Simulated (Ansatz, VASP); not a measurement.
Given: the input of a run of Ansatz 0.2.0 on SnTe.

File input:

```
crystal:
  lattice:
    - [0.0, 3.6350615711, 3.6350615711]
    - [3.6350615711, 0.0, 3.6350615711]
    - [3.6350615711, 3.6350615711, 0.0]
  atoms:
    - { symbol: Te, position: [0.25, 0.25, 0.25] }
    - { symbol: Sn, position: [0.0, 0.0, 0.0] }
hamiltonian:
  xc: hse06
  pseudopotentials: { kind: paw }
kpoints:
  mp_grid: { grid: [4, 4, 4] }
scf:
  occupations: { method: fermi_dirac, width: 0.05 }
output:
  forces: true
  stress: true
  eigenvalues: true
```

Translate it to VASP 6.6.1. Potentials there: VASP PAW PBE potentials, release 64 (Te, Sn_d).

As run (the cutoff follows the program's own potentials):

The input POSCAR:

```
SnTe
1.0
    0.0000000000      3.6350615711      3.6350615711
    3.6350615711      0.0000000000      3.6350615711
    3.6350615711      3.6350615711      0.0000000000
Te Sn
1 1
Direct
    0.2500000000      0.2500000000      0.2500000000
    0.0000000000      0.0000000000      0.0000000000
```

File INCAR.step1:

```
PREC = Accurate
ENCUT = 520
EDIFF = 1E-5
ISMEAR = -1
SIGMA = 0.05
LREAL = F
LASPH = T
NELM = 100
ALGO = Normal
ISIF = 2
LWAVE = T
LCHARG = F
NBANDS = 17
GGA = PE
```

File INCAR.step2:

```
PREC = Accurate
ENCUT = 520
EDIFF = 1E-6
ISMEAR = -1
SIGMA = 0.05
LREAL = F
LASPH = T
NELM = 100
ALGO = Normal
ISIF = 2
LWAVE = F
LCHARG = F
GGA = PE
LHFCALC = T
HFSCREEN = 0.2079
PRECFOCK = Normal
NBANDS = 17
ISTART = 1
```

The input KPOINTS:

```
regular mesh
0
Gamma
  4 4 4
```

Potentials or basis: VASP PAW PBE potentials, release 64 (Te, Sn_d).

The run is started by

```console
$ cat potpaw_PBE.64/Te/POTCAR potpaw_PBE.64/Sn_d/POTCAR > POTCAR
$ cp INCAR.step1 INCAR
$ mpirun -np 1 vasp_std > vasp.out
$ cp INCAR.step2 INCAR
$ mpirun -np 1 vasp_std > vasp.out
```

Both were run:

|  | VASP | Ansatz | Ansatz less VASP |
| --- | --- | --- | --- |
| gap on the k mesh at the Fermi level (eV) | 0.43 | 0.45 | +0.014 |
| least direct gap on the mesh (eV) | 1.17 | 1.19 | +0.016 |
| pressure (GPa) | -1.2 | -1.1 | +0.12 |

The functional is the same, so the differences come from potentials, cutoffs and numerics. VASP's potentials hold 20 valence electrons a cell and Ansatz's 30, so a difference there can come from the potentials and not from the codes.

Neither program's run includes spin-orbit coupling.
